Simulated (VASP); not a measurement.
# Ga2SnSe4 (I422) in VASP: a series of runs

Ga2SnSe4 is run at these levels: PBE; tasks: single point, relaxation of cell and atoms.

Program: VASP 6.6.1. These are calculated values, not measurements. Logs are shortened: lines on timing, memory, paths and dates and some standing lists are left out, and cuts for length are marked.

### Step 1. The cell of the first run

Symmetry: I422, No. 97, tetragonal system. Conventional cell: a = 7.626 Å, b = 7.626 Å, c = 6.293 Å, α = 90.00°, β = 90.00°, γ = 90.00°. Ga (site symmetry 222) has 4 Se at 2.45 Å and 2 Ga at 3.15 Å within 3.2 Å. Within 4.2 Å of Sn (site symmetry 422) lie 8 Se at 3.23 Å and 4 Ga at 3.81 Å. Within 3.3 Å of Se (site symmetry 2) lie 2 Ga at 2.45 Å and 2 Sn at 3.23 Å.

The cell was built from a structure type or drawn by symmetry, and may not be a known phase.

### Step 2. Single point, PBE

INCAR

```
  PREC = Accurate
  ENCUT = 500
  EDIFF = 1E-6
  ISMEAR = 0
  SIGMA = 0.15
  LREAL = F
  LASPH = T
  NELM = 120
  ALGO = Normal
  ISIF = 2
  LWAVE = F
  LCHARG = F
  GGA = PE
  NBANDS = 41
  GGA_COMPAT = F
```

KPOINTS

```
regular mesh
0
Gamma
  3 3 3
```

POSCAR

```
Ga2SnSe4
1.0
   -3.8129661195      3.8129661195      3.1467134821
    3.8129661195     -3.8129661195      3.1467134821
    3.8129661195      3.8129661195     -3.1467134821
Ga Sn Se
2 1 4
Direct
    0.5000000000      0.0000000000      0.5000000000
    0.0000000000      0.5000000000      0.5000000000
    0.5000000000      0.5000000000      0.0000000000
    0.9240236641      0.4240236641      0.8480473281
    0.5759763359      0.0759763359      0.1519526719
    0.4240236641      0.5759763359      0.5000000000
    0.0759763359      0.9240236641      0.5000000000
```

Potentials or basis: VASP PAW PBE potentials, release 64 (Ga_d, Sn_d, Se).

Command:

```console
$ cat potpaw_PBE.64/Ga_d/POTCAR potpaw_PBE.64/Sn_d/POTCAR potpaw_PBE.64/Se/POTCAR > POTCAR
$ mpirun -np 1 vasp_std > vasp.out
```

OUTCAR:

```text
PREC = Accurate
   ENCUT = 500
   EDIFF = 1E-6
   ISMEAR = 0
   LREAL = F
   LASPH = T
   NELM = 120
   ISIF = 2
   GGA = PE

 ion  position               nearest neighbor table
   1  0.500  0.000  0.500-   5 2.45   4 2.45   6 2.45   7 2.45
   2  0.000  0.500  0.500-   4 2.45   5 2.45   6 2.45   7 2.45
   3  0.500  0.500  0.000-   5 3.23   4 3.23   7 3.23   7 3.23   6 3.23   6 3.23   4 3.23   5 3.23

   4  0.924  0.424  0.848-   2 2.45   1 2.45   3 3.23   3 3.23
   5  0.576  0.076  0.152-   1 2.45   2 2.45   3 3.23   3 3.23
   6  0.424  0.576  0.500-   1 2.45   2 2.45   3 3.23   3 3.23
   7  0.076  0.924  0.500-   1 2.45   2 2.45   3 3.23   3 3.23

  LATTYP: Found a body centered tetragonal cell.
 ALAT       =     7.6259322390
 C/A-ratio  =     0.8252665729

  Lattice vectors:

 A1 = (  -3.8129661195,   3.8129661195,   3.1467134821)
 A2 = (   3.8129661195,  -3.8129661195,   3.1467134821)
 A3 = (   3.8129661195,   3.8129661195,  -3.1467134821)

Analysis of symmetry for initial positions (statically):
=====================================================================
 Subroutine PRICEL returns:
 Original cell was already a primitive cell.

 Routine SETGRP: Setting up the symmetry group for a
 body centered tetragonal supercell.

 Subroutine GETGRP returns: Found  8 space group operations
 (whereof  8 operations were pure point group operations)
 out of a pool of 16 trial point group operations.

The static configuration has the point symmetry D_4 .

Analysis of symmetry for dynamics (positions and initial velocities):
=====================================================================
 Subroutine PRICEL returns:
 Original cell was already a primitive cell.

 Routine SETGRP: Setting up the symmetry group for a
 body centered tetragonal supercell.

 Subroutine GETGRP returns: Found  8 space group operations
 (whereof  8 operations were pure point group operations)
 out of a pool of 16 trial point group operations.

The dynamic configuration has the point symmetry D_4 .

 Subroutine INISYM returns: Found  8 space group operations
 (whereof  8 operations are pure point group operations),
 and found     1 'primitive' translations

----------------------------------------------------------------------------------------

                                     Primitive cell

  volume of cell :     182.9966

  direct lattice vectors                    reciprocal lattice vectors
    -3.812966119  3.812966119  3.146713482     0.000000000  0.131131509  0.158895941
     3.812966119 -3.812966119  3.146713482     0.131131509  0.000000000  0.158895941
     3.812966119  3.812966119 -3.146713482     0.131131509  0.131131509  0.000000000

  length of vectors
     6.243334605  6.243334605  6.243334605     0.206017943  0.206017943  0.185447958

  position of ions in fractional coordinates (direct lattice)
     0.500000000  0.000000000  0.500000000
     0.000000000  0.500000000  0.500000000
     0.500000000  0.500000000  0.000000000
     0.924023664  0.424023664  0.848047328
     0.575976336  0.075976336  0.151952672
     0.424023664  0.575976336  0.500000000
     0.075976336  0.924023664  0.500000000

  ion indices of the primitive-cell ions
   primitive index   ion index
                 1           1
                 2           2
                 3           3
                 4           4
                 5           5
                 6           6
                 7           7

----------------------------------------------------------------------------------------

 KPOINTS: regular mesh

Automatic generation of k-mesh.
 Grid dimensions read from file:
 generate k-points for:    3    3    3

 Generating k-lattice:

  Cartesian coordinates                     Fractional coordinates (reciprocal lattice)
     0.000000000  0.043710503  0.052965314     0.333333333  0.000000000 -0.000000000
     0.043710503  0.000000000  0.052965314     0.000000000  0.333333333 -0.000000000
     0.043710503  0.043710503  0.000000000     0.000000000  0.000000000  0.333333333

  Length of vectors
     0.068672648  0.068672648  0.061815986

  Shift w.r.t. Gamma in fractional coordinates (k-lattice)
     0.000000000  0.000000000  0.000000000

 Subroutine IBZKPT returns following result:
 ===========================================

 Found      6 irreducible k-points:

 Following reciprocal coordinates:
            Coordinates               Weight
  0.000000  0.000000  0.000000      1.000000
  0.333333 -0.000000  0.000000      8.000000
  0.333333  0.333333  0.000000      8.000000
 -0.333333  0.333333  0.000000      4.000000
 -0.333333  0.333333  0.333333      4.000000
 -0.333333 -0.333333  0.333333      2.000000
   k-points           NKPTS =      6   k-points in BZ     NKDIM =      6   number of bands    NBANDS=     41
   number of dos      NEDOS =    301   number of ions     NIONS =      7
   total plane-waves  NPLWV = 110592
   dimension x,y,z NGX =    48 NGY =   48 NGZ =   48
   dimension x,y,z NGXF=    96 NGYF=   96 NGZF=   96
   ions per type =               2   1   4
   NGX,Y,Z   is equivalent  to a cutoff of  12.78, 12.78, 12.78 a.u.
   NGXF,Y,Z  is equivalent  to a cutoff of  25.56, 25.56, 25.56 a.u.
 SYSTEM =  unknown system
   PREC   = accura    normal or accurate (medium, high low for compatibility)
   ISTART =      0    job   : 0-new  1-cont  2-samecut
   ICHARG =      2    charge: 1-file 2-atom 10-const
   ISPIN  =      1    spin polarized calculation?
   LNONCOLLINEAR =      F non collinear calculations
   LSORBIT =      F    spin-orbit coupling
   LASPH  =      T    aspherical Exc in radial PAW
   ENCUT  =  500.0 eV  36.75 Ry    6.06 a.u.  11.38 11.38 11.38*2*pi/ulx,y,z
   NELM   =    120;   NELMIN=  2; NELMDL= -5     # of ELM steps
   EDIFF  = 0.1E-05   stopping-criterion for ELM
   LREAL  =      F    real-space projection
   EDIFFG = 0.1E-04   stopping-criterion for IOM
   NSW    =      0    number of steps for IOM
   IBRION =     -1    ionic relax: 0-MD 1-quasi-New 2-CG
   NFREE  =      0    steps in history (QN), initial steepest desc. (CG)
   ISIF   =      2    stress and relaxation
   ISYM   =      2    0-nonsym 1-usesym 2-fastsym
   POTIM  = 0.5000    time-step for ionic-motion
   TEBEG  =    0.0;   TEEND  =   0.0 temperature during run
   PSTRESS=    0.0 pullay stress
   NELECT =      64.0000    total number of electrons
   NUPDOWN=      -1.0000    fix difference up-down
   EMIN   =  10.00;   EMAX   =-10.00  energy-range for DOS
   EFERMI =   0.00;   METHOD = LEGACY
   ISMEAR =     0;   SIGMA  =   0.15  broadening in eV -4-tet -1-fermi 0-gaus
   EFERMI_NEDOS =   21; number of points for ismear=-14 and -15
   IALGO  =     38    algorithm
   IMIX   =      4    mixing-type and parameters
     AMIX     =   0.40;   BMIX     =  1.00
     AMIX_MAG =   1.60;   BMIX_MAG =  1.00
  volume/ion in A,a.u.               =      26.14       176.42
  Fermi-wavevector in a.u.,A,eV,Ry     =   1.153419  2.179646 18.100858  1.330376
  Thomas-Fermi vector in A             =   2.290063
   LORBIT       =      0    0 simple, 1 ext, 2 COOP (PROOUT), +10 PAW based schemes
   GGA     = PE    functional components
   LHFCALC =     F    Hartree Fock is set to
   AEXX    =    0.0000 exact exchange contribution
   IVDW    =     0    specifies the selected vdW correction
   LEPSILON=     F    determine dielectric tensor
   LRPA    =     F    only Hartree local field effects (RPA)
 non-spin polarized calculation
 Gauss-broadening in eV      SIGMA  =   0.15
  energy-cutoff  :      500.00
  volume of cell :      183.00
 maximum number of plane-waves:      4668
 NGX is ok and might be reduce to    48
   NGX = 23   NGY = 23   NGZ = 23

 number of electron      64.0000022 magnetization

 Free energy of the ion-electron system (eV)
  ---------------------------------------------------
  ext. energy  EPLUGINS =         0.00000000
  ---------------------------------------------------
  free energy    TOTEN  =       -27.22542185 eV

  energy without entropy =      -27.22542185  energy(sigma->0) =      -27.22542185

 E-fermi :   3.4881     XC(G=0):  -9.1893

 val. band max:        2.7971876720   @ k =  -0.3333   0.3333   0.0000
 cond. band min:       4.1693270775   @ k =  -0.3333  -0.3333   0.3333
 fundamental gap:      1.3721394055
 Fermi energy:         3.4881357355

 k-point     1 :       0.0000    0.0000    0.0000
  band No.  band energies     occupation
      1     -18.2864      2.00000
      2     -18.2818      2.00000
      3     -18.2811      2.00000
      4     -18.2797      2.00000
      5     -18.2797      2.00000
      6     -11.5904      2.00000
[... 33 lines left out ...]
     40       8.9684      0.00000
     41       9.6759      0.00000

 k-point     2 :       0.3333   -0.0000    0.0000
  band No.  band energies     occupation
      1     -18.2864      2.00000
      2     -18.2815      2.00000
      3     -18.2813      2.00000
      4     -18.2795      2.00000
      5     -18.2794      2.00000
      6     -11.5823      2.00000
[... 33 lines left out ...]
     40       8.7687      0.00000
     41       9.1533      0.00000

 k-point     3 :       0.3333    0.3333    0.0000
  band No.  band energies     occupation
      1     -18.2864      2.00000
      2     -18.2814      2.00000
      3     -18.2812      2.00000
      4     -18.2795      2.00000
      5     -18.2792      2.00000
      6     -11.5829      2.00000
[... 33 lines left out ...]
     40       8.4702      0.00000
     41       8.5786      0.00000

 k-point     4 :      -0.3333    0.3333    0.0000
  band No.  band energies     occupation
      1     -18.2865      2.00000
      2     -18.2814      2.00000
      3     -18.2813      2.00000
      4     -18.2798      2.00000
      5     -18.2791      2.00000
      6     -11.5937      2.00000
[... 33 lines left out ...]
     40       9.2061      0.00000
     41       9.2343      0.00000

 k-point     5 :      -0.3333    0.3333    0.3333
  band No.  band energies     occupation
      1     -18.2865      2.00000
      2     -18.2815      2.00000
      3     -18.2810      2.00000
      4     -18.2792      2.00000
      5     -18.2792      2.00000
      6     -11.5938      2.00000
[... 33 lines left out ...]
     40       8.6062      0.00000
     41       8.8629      0.00000

 k-point     6 :      -0.3333   -0.3333    0.3333
  band No.  band energies     occupation
      1     -18.2864      2.00000
      2     -18.2816      2.00000
      3     -18.2809      2.00000
      4     -18.2794      2.00000
      5     -18.2791      2.00000
      6     -11.5828      2.00000
[... 33 lines left out ...]
     40       8.4117      0.00000
     41       8.6270      0.00000

------------------------ aborting loop because EDIFF is reached ----------------------------------------

  FORCE on cell =-STRESS in cart. coord.  units (eV):
  Direction    XX          YY          ZZ          XY          YZ          ZX
  --------------------------------------------------------------------------------------
  -------------------------------------------------------------------------------------
  Total        0.5502235      0.5502235      0.3725938      0.0000000     -0.0000000      0.0000000
  in kB        4.8173325      4.8173325      3.2621444      0.0000000     -0.0000000      0.0000000
  external PRESSURE =       4.2989365 kB  Pullay stress =       0.0000000 kB

 VOLUME and BASIS-vectors are now :
 -----------------------------------------------------------------------------
  energy-cutoff  :      500.00
  volume of cell :      183.00
      direct lattice vectors                 reciprocal lattice vectors
    -3.812966119  3.812966119  3.146713482     0.000000000  0.131131509  0.158895941
     3.812966119 -3.812966119  3.146713482     0.131131509  0.000000000  0.158895941
     3.812966119  3.812966119 -3.146713482     0.131131509  0.131131509  0.000000000

 POSITION                                       TOTAL-FORCE (eV/Angst)
 -----------------------------------------------------------------------------------
      0.00000      3.81297      0.00000         0.000000     -0.000000      0.000000
      3.81297      0.00000      0.00000         0.000000     -0.000000      0.000000
      0.00000      0.00000      3.14671         0.000000     -0.000000      0.000000
      1.32709      5.14006      1.57336         0.025617      0.025617      0.000000
     -1.32709      2.48587      1.57336        -0.025617     -0.025617     -0.000000
      2.48587      1.32709      1.57336        -0.025617      0.025617     -0.000000
      5.14006     -1.32709      1.57336         0.025617     -0.025617      0.000000
 -----------------------------------------------------------------------------------
    total drift:                               -0.000000      0.000000      0.000000

  FREE ENERGIE OF THE ION-ELECTRON SYSTEM (eV)
  ---------------------------------------------------
  free  energy   TOTEN  =       -27.2254218463 eV

  energy  without entropy=      -27.2254218463  energy(sigma->0) =      -27.22542185
```

It took 4.3 min on 1 thread of Intel Xeon 8259CL, shared host; peak memory 0.33 GiB.

What came out:

```
Free energy            : -27.2254 eV
Pressure               : 0.4 GPa
Largest force          : 0.036 eV/Å
Band gap on the k mesh : 1.37 eV (least direct gap 1.44 eV)
```

Forces on the atoms (eV/Å):
```
Ga   0.000  0.000  0.000
Ga   0.000  0.000  0.000
Sn   0.000  0.000  0.000
Se   0.026  0.026  0.000
Se  -0.026 -0.026  0.000
Se  -0.026  0.026  0.000
Se   0.026 -0.026  0.000
```

Levels at points of the mesh, in eV from the valence-band top:
```tsv
k point	band 29	band 30	band 31	band 32	band 33	band 34	band 35	band 36
(0.00, 0.00, 0.00)	-0.47	-0.47	-0.34	-0.08	3.00	4.03	4.03	4.14
```

Caveat: the k points lie up to 0.43 Å⁻¹ apart; spin-orbit coupling is left out, which moves the levels of the heavy elements; an odd mesh through Γ misses points on the zone boundary, where band edges can lie.

### Step 3. Single point, PBE (atoms taken out)

INCAR

```
SYSTEM = Ga2SnSe4
PREC     = Accurate       ! precision mode
ENCUT    = 520            ! plane-wave cutoff, eV
EDIFF    = 1E-6           ! SCF threshold, eV
ISMEAR   = 0              ! smearing method
SIGMA    = 0.15           ! smearing width, eV
LREAL    = .FALSE.        ! projectors in reciprocal space
LASPH    = .TRUE.         ! aspherical terms in the spheres
NELM     = 80             ! most SCF steps
ALGO     = Normal         ! electronic algorithm
ISIF     = 2              ! what is computed and relaxed
LWAVE    = .FALSE.        ! write WAVECAR
LCHARG   = .FALSE.        ! write CHGCAR
GGA      = PE             ! functional
NBANDS   = 41             ! bands
```

KPOINTS

```
Automatic mesh
0
G
  3 3 3
  0 0 0
```

POSCAR

```
Ga2SnSe4
1.0
   -3.8469181401      3.8469181401      3.1454948867
    3.8469181401     -3.8469181401      3.1454948867
    3.8469181401      3.8469181401     -3.1454948867
Ga Sn Se
2 1 4
Direct
    0.0000000000      0.5000000000      0.5000000000
    0.5000000000      0.0000000000      0.5000000000
    0.0000000000      0.0000000000      0.0000000000
    0.0770383733      0.9229616267      0.5000000000
    0.4229616267      0.5770383733      0.5000000000
    0.9229616267      0.4229616267      0.8459232534
    0.5770383733      0.0770383733      0.1540767466
```

Potentials or basis: VASP PAW PBE potentials, release 64 (Ga_d, Sn_d, Se).

Command:

```console
$ cat potpaw_PBE.64/Ga_d/POTCAR potpaw_PBE.64/Sn_d/POTCAR potpaw_PBE.64/Se/POTCAR > POTCAR
$ mpirun -np 1 vasp_std > vasp.out
```

It took 92 s on 1 thread of Intel Xeon Platinum 8259CL at 2.50GHz (Skylake/Cascade Lake), shared host; peak memory 0.33 GiB.

The run converged. Its results:

```yaml
Free_energy: -27.2273 eV
Pressure: -0.1 GPa
Largest_force: 0.018 eV/Å
Band_gap_on_the_k_mesh: 1.38 eV (least direct gap 1.45 eV)
```

Forces in eV/Å, atoms in the order of the input:
```
Ga   0.000  0.000  0.000
Ga   0.000  0.000  0.000
Sn   0.000  0.000  0.000
Se   0.013 -0.013  0.000
Se  -0.013  0.013  0.000
Se   0.013  0.013  0.000
Se  -0.013 -0.013  0.000
```

Stress tensor (GPa, compression positive):
```
-0.19  0.00  0.00
 0.00 -0.19  0.00
 0.00  0.00  0.00
```

Levels at points of the mesh, in eV from the valence-band top:
| k point | band 30 | band 31 | band 32 | band 33 | band 34 | band 35 |
| --- | --- | --- | --- | --- | --- | --- |
| (0.00, 0.00, 0.00) | -0.46 | -0.36 | -0.06 | 3.01 | 3.93 | 3.93 |

Caveat: the k points lie up to 0.43 Å⁻¹ apart; the cell differs from its parent crystal (atoms taken out); spin-orbit coupling is left out, which moves the levels of the heavy elements; an odd mesh through Γ misses points on the zone boundary, where band edges can lie.

### Step 4. Single point, PBE

This run uses another cell than the first one, of 26.39 Å³/atom.

INCAR

```
  PREC = Accurate
  ENCUT = 520
  EDIFF = 1E-6
  ISMEAR = 0
  SIGMA = 0.1
  LREAL = F
  LASPH = T
  NELM = 60
  ALGO = Normal
  ISIF = 2
  LWAVE = F
  LCHARG = F
  GGA = PE
  NBANDS = 41
```

KPOINTS

```
regular mesh
0
Gamma
  4 4 4
```

POSCAR

```
Ga2SnSe4
1.0
   -3.8308324609      3.8308324609      3.1466620548
    3.8308324609     -3.8308324609      3.1466620548
    3.8308324609      3.8308324609     -3.1466620548
Ga Sn Se
2 1 4
Direct
    0.0000000000      0.5000000000      0.5000000000
    0.5000000000      0.0000000000      0.5000000000
    0.0000000000      1.0000000000      0.0000000000
    0.0764520578      0.9235479422      0.5000000000
    0.4235479422      0.5764520578      0.5000000000
    0.9235479422      0.4235479422      0.8470958845
    0.5764520578      0.0764520578      0.1529041155
```

Command:

```console
$ cat potpaw_PBE.64/Ga_d/POTCAR potpaw_PBE.64/Sn_d/POTCAR potpaw_PBE.64/Se/POTCAR > POTCAR
$ mpirun -np 1 vasp_std > vasp.out
```

It took 2.3 min on 1 thread of Intel Xeon Platinum 8259CL at 2.50GHz (Skylake/Cascade Lake), shared host; peak memory 0.37 GiB.

The run converged. Its results:

| Property | Result |
| --- | --- |
| Free energy | -27.2083 eV |
| Pressure | 0.1 GPa |
| Largest force | 0.019 eV/Å |
| Band gap on the k mesh | 1.65 eV (least direct gap 1.87 eV) |

Forces in eV/Å, atoms in the order of the input:
```
Ga   0.000  0.000  0.000
Ga   0.000  0.000  0.000
Sn   0.000  0.000  0.000
Se   0.014 -0.014  0.000
Se  -0.014  0.014  0.000
Se   0.014  0.014  0.000
Se  -0.014 -0.014  0.000
```

Levels at points of the mesh, in eV from the valence-band top:
| k point | band 30 | band 31 | band 32 | band 33 | band 34 | band 35 |
| --- | --- | --- | --- | --- | --- | --- |
| (0.00, 0.00, 0.00) | -0.51 | -0.38 | -0.11 | 2.96 | 3.93 | 3.93 |
| (0.50, 0.00, 0.00) | -0.66 | -0.52 | -0.26 | 2.15 | 2.25 | 2.76 |
| (0.50, 0.50, 0.00) | -0.58 | -0.50 | -0.32 | 1.65 | 2.59 | 2.66 |
| (0.50, 0.50, 0.50) | -0.95 | -0.24 | -0.03 | 1.86 | 2.40 | 2.50 |

Caveat: spin-orbit coupling is left out, which moves the levels of the heavy elements.

[end of part 1 of 2]
